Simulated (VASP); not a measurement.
## H3C2: single point with PBE

The system is H3C2.

```
H C
1.0
     1.42654    0.82361    6.61273
    -1.42654    0.82361    6.61273
     0.00000   -1.64723    6.61273
H C
3 2
Direct
  0.00000 0.00000 0.00000
  0.20950 0.20950 0.20950
  0.79050 0.79050 0.79050
  0.40000 0.40000 0.40000
  0.60000 0.60000 0.60000
```

```yaml
Program: VASP 6.6.1
Task: single point
Functional: PBE
Potentials_or_basis: VASP PAW PBE potentials, release 64 (H, C)
Cutoff: 520 eV
k_mesh: 6 × 6 × 6
Occupations: gaussian, width 0.1 eV
Spin: no spin polarisation
Dipole_correction: no
Further_INCAR_settings: ALGO = Normal; EDIFF = 1e-06; NBANDS = 14
```

```json
{
 "Pressure": "-26.0 GPa",
 "Largest force": "1.574 eV/Å",
 "Band gap on the k mesh": "zero (an odd number of electrons rules out a gap without spin polarisation)"
}
```

Forces in eV/Å, atoms in the order of the input:
```
H    0.000  0.000  0.000
H    0.000  0.000  1.574
H    0.000  0.000 -1.574
C    0.000  0.000  0.488
C    0.000  0.000 -0.488
```

Levels at points of the mesh, in eV from the Fermi level:
| k point | band 1 | band 2 | band 3 | band 4 | band 5 | band 6 | band 7 | band 8 | band 9 | band 10 |
| --- | --- | --- | --- | --- | --- | --- | --- | --- | --- | --- |
| (0.00, 0.00, 0.00) | -12.21 | -10.68 | -6.15 | -1.25 | 0.87 | 2.45 | 2.45 | 2.57 | 2.57 | 5.79 |
| (0.50, 0.00, 0.00) | -8.56 | -8.20 | -5.37 | -3.71 | -1.27 | -0.73 | 0.86 | 1.11 | 1.53 | 3.51 |
| (0.50, 0.50, 0.00) | -8.47 | -8.30 | -5.14 | -4.28 | -0.77 | 0.01 | 0.51 | 1.08 | 1.57 | 2.23 |
| (0.50, 0.50, 0.50) | -12.02 | -11.06 | -4.86 | -3.55 | 2.43 | 2.43 | 2.59 | 2.59 | 3.57 | 3.76 |

Run time: 49 s on 1 thread of Intel(R) Xeon(R) 6975P-C (Granite Rapids), on a shared host, peak memory 0.36 GiB.

Caveat: the k points lie up to 0.43 Å⁻¹ apart, too coarse for converged energies and pressures of a metal; the nearest neighbours stand farther apart than a usual bond; an odd number of electrons without spin polarisation forces a metal; a magnetic or distorted state may lie lower.
